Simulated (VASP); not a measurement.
A run of VASP 6.6.1 is set up as follows.

The input INCAR:

```
PREC     = Accurate       # precision mode
ENCUT    = 520            # plane-wave cutoff, eV
EDIFF    = 1E-7           # SCF threshold, eV
ISMEAR   = 0              # smearing method
SIGMA    = 0.01           # smearing width, eV
LREAL    = F              # projectors in reciprocal space
LASPH    = T              # aspherical terms in the spheres
NELM     = 80             # most SCF steps
ALGO     = Normal         # electronic algorithm
ISIF     = 2              # what is computed and relaxed
LWAVE    = F              # write WAVECAR
LCHARG   = F              # write CHGCAR
GGA      = CA             # functional
NBANDS   = 26             # bands
```

Contents of KPOINTS:

```
regular mesh
0
Gamma
  9 9 6
```

POSCAR

```
ZnS
1.0
    3.7381765707      0.0000000000      0.0000000000
   -1.8690882854      3.2373558741      0.0000000000
    0.0000000000      0.0000000000      6.1427593467
Zn S
2 2
Direct
    0.3333333333      0.6666666667     -0.0561911129
    0.6666666667      0.3333333333      0.4438088871
    0.3333333333      0.6666666667      0.4311911129
    0.6666666667      0.3333333333      0.9311911129
```

Potentials or basis: VASP PAW LDA potentials, release 64 (Zn, S).

The run is started by

```sh
$ cat potpaw_LDA.64/Zn/POTCAR potpaw_LDA.64/S/POTCAR > POTCAR
$ mpirun -np 1 vasp_std > vasp.out
```

Problem. Predict the largest force.

Solution. 0.243 eV/Å.

Problem. Predict the band gap on the k mesh.

Solution. 2.57 eV, direct.

Stress tensor (GPa, compression positive):
```
10.63  0.00  0.00
 0.00 10.63  0.00
 0.00  0.00 -1.12
```

A k mesh can miss the band edges. A hybrid or GW would open this gap; LDA tends to underestimate it.
